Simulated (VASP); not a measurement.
The system is Zn.

```
Zn
1.0
    -1.56904    1.56904    1.56904
     1.56904   -1.56904    1.56904
     1.56904    1.56904   -1.56904
Zn
1
Direct
  0.00000 0.00000 0.00000
```

* Program: VASP 6.6.1
* Task: relaxation of cell and atoms
* Functional: BLYP
* Dispersion: D3(BJ)
* Potentials or basis: VASP PAW PBE potentials, release 64 (Zn)
* Cutoff: 600 eV
* k mesh: 12 × 12 × 12
* Occupations: fermi-dirac, width 0.05 eV
* Spin: no spin polarisation

At the start: pressure -3.2 GPa; volume 15.45 Å³/atom.

Problem. Where does the relaxation end?

Solution. Over 3 steps the energy falls by 9.0 meV/atom and the volume is 14.60 Å³/atom (-5.5 %); space group Im-3m (No. 229, to 0.05 Å).

Step by step:
```tsv
step	energy change (eV)	largest force (eV/Å)	pressure (GPa)	volume (Å³)
1	0.0000	0.0000	-3.23	15.45
2	-0.0087	0.0000	-0.71	14.76
3	-0.0090	0.0000	0.01	14.60
```

Final structure:
```
Zn
1.0
    -1.53986    1.53986    1.53986
     1.53986   -1.53986    1.53986
     1.53986    1.53986   -1.53986
Zn
1
Direct
  0.00000 0.00000 0.00000
```

Caveat: the PAW data sets were made with another functional, which shifts forces and pressure a little; pairwise dispersion overbinds metals, which lowers pressure and volume.
